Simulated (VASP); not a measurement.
A run of VASP 6.6.1 is set up as follows.

Contents of INCAR:

```
  ALGO = Normal
  EDIFF = 1E-6
  ENCUT = 520
  GGA = PE
  ISIF = 2
  ISMEAR = 0
  LASPH = T
  LCHARG = F
  LREAL = F
  LWAVE = F
  NBANDS = 44
  NELM = 100
  PREC = Accurate
  SIGMA = 0.1
```

KPOINTS

```
k-points
0
Gamma
  6 6 6
```

The input POSCAR:

```
Zr3Al2N5
1.0
   -1.6770281800      2.3716759900      8.3851408800
    1.6770281800     -2.3716759900      8.3851408800
    1.6770281800      2.3716759900     -8.3851408800
Zr Al N
3 2 5
Direct
    0.4000000000      0.4000000000      0.0000000000
    0.0000000000      0.0000000000      0.0000000000
    0.6000000000      0.6000000000      0.0000000000
    0.2000000000      0.2000000000      0.0000000000
    0.8000000000      0.8000000000      0.0000000000
    0.9000000000      0.4000000000      0.5000000000
    0.5000000000      0.0000000000      0.5000000000
    0.1000000000      0.6000000000      0.5000000000
    0.7000000000      0.2000000000      0.5000000000
    0.3000000000      0.8000000000      0.5000000000
```

Potentials or basis: VASP PAW PBE potentials, release 64 (Zr_sv, Al, N).

Run with:

```sh
$ cat potpaw_PBE.64/Zr_sv/POTCAR potpaw_PBE.64/Al/POTCAR potpaw_PBE.64/N/POTCAR > POTCAR
$ mpirun -np 1 vasp_std > vasp.out
```

Q: Predict the largest force.

A: 1.371 eV/Å.

Q: What does it give for the pressure?

A: -27.9 GPa.

Q: Estimate the band gap on the k mesh.

A: Zero (an odd number of electrons rules out a gap without spin polarisation).

Forces on the atoms (eV/Å):
```
Zr   0.000  0.000  1.371
Zr   0.000  0.000  0.000
Zr   0.000  0.000 -1.371
Al   0.000  0.000  0.334
Al   0.000  0.000 -0.334
N    0.000  0.000 -1.336
N    0.000  0.000  0.000
N    0.000  0.000  1.336
N    0.000  0.000  1.187
N    0.000  0.000 -1.187
```

Caveat: the cell stands under tension; forces of over 1 eV/Å act on the atoms, so gaps and moduli don't describe the material at rest.
